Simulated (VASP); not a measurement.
Wanted: the native input for a VASP 6.6.1 run.

```
Task                   : single point
Functional             : PBE
Potentials or basis    : VASP PAW PBE potentials, release 64 (Al, N)
Cutoff                 : 600 eV
k mesh                 : 9 × 9 × 9
Occupations            : fermi-dirac, width 0.05 eV
Spin                   : no spin polarisation
Dipole correction      : no
Further INCAR settings : ALGO = Normal; EDIFF = 1e-06; NBANDS = 11
```

The structure of AlN lies in POSCAR:

```
AlN
1.0
    0.0000000000      2.1888610000      2.1888610000
    2.1888610000      0.0000000000      2.1888610000
    2.1888610000      2.1888610000      0.0000000000
Al N
1 1
Direct
    0.0000000000      0.0000000000      0.0000000000
    0.2500000000      0.2500000000      0.2500000000
```

The input as run:

INCAR

```
  ALGO = Normal
  EDIFF = 1E-6
  ENCUT = 600
  GGA = PE
  GGA_COMPAT = F
  ISIF = 2
  ISMEAR = -1
  LASPH = T
  LCHARG = T
  LELF = T
  LREAL = F
  LVHAR = T
  LWAVE = F
  NBANDS = 11
  NELM = 120
  PREC = Accurate
  SIGMA = 0.05
```

KPOINTS

```
k-points
0
Gamma
  9 9 9
```

Potentials or basis: VASP PAW PBE potentials, release 64 (Al, N).

Launch:

```console
$ cat potpaw_PBE.64/Al/POTCAR potpaw_PBE.64/N/POTCAR > POTCAR
$ mpirun -np 1 vasp_std > vasp.out
```

Results of the run:

```yaml
Pressure: 3.1 GPa
Band_gap_on_the_k_mesh: 3.50 eV, indirect (least direct gap 4.14 eV)
```

Run time: 24 s on 1 thread of Intel Xeon 8259CL, on a shared host, peak memory 0.15 GiB.
